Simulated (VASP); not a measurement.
YRh, 2 atoms in the cell. It takes space group Pm-3m (No. 221, cubic). Conventional cell: a = 3.383 Å, b = 3.383 Å, c = 3.383 Å, α = 90.00°, β = 90.00°, γ = 90.00°. Within 3.9 Å of Y (site symmetry m-3m) lie 8 Rh at 2.93 Å and 6 Y at 3.38 Å. Rh (site symmetry m-3m) has 8 Y at 2.93 Å and 6 Rh at 3.38 Å within 3.9 Å. 

- Program: VASP 6.6.1
- Task: relaxation of cell and atoms
- Functional: PBEsol
- Potentials or basis: VASP PAW PBE potentials, release 64 (Y_sv, Rh_pv)
- Cutoff: 600 eV
- k mesh: 14 × 14 × 14
- Occupations: fermi-dirac, width 0.08 eV
- Spin: no spin polarisation
- Target pressure: 2 GPa
- Dipole correction: no
- Further INCAR settings: ALGO = Normal; EDIFF = 1e-07; IBRION = 2; EDIFFG = -0.002; NSW = 100; ISIF = 3

Potentials or basis: VASP PAW PBE potentials, release 64 (Y_sv, Rh_pv).

Command:

```bash
$ cat potpaw_PBE.64/Y_sv/POTCAR potpaw_PBE.64/Rh_pv/POTCAR > POTCAR
$ mpirun -np 1 vasp_std > vasp.out
```

Hardware: 1 thread of Intel(R) Xeon(R) Platinum 8259CL CPU @ 2.50GHz (Skylake/Cascade Lake), on a shared host.

Estimate the wall time of this run.

It took 3.3 min on 1 thread of Intel(R) Xeon(R) Platinum 8259CL CPU @ 2.50GHz (Skylake/Cascade Lake), on a shared host, peak memory 0.26 GiB. Counts: scf iterations 37, k points 120, ion steps 3.
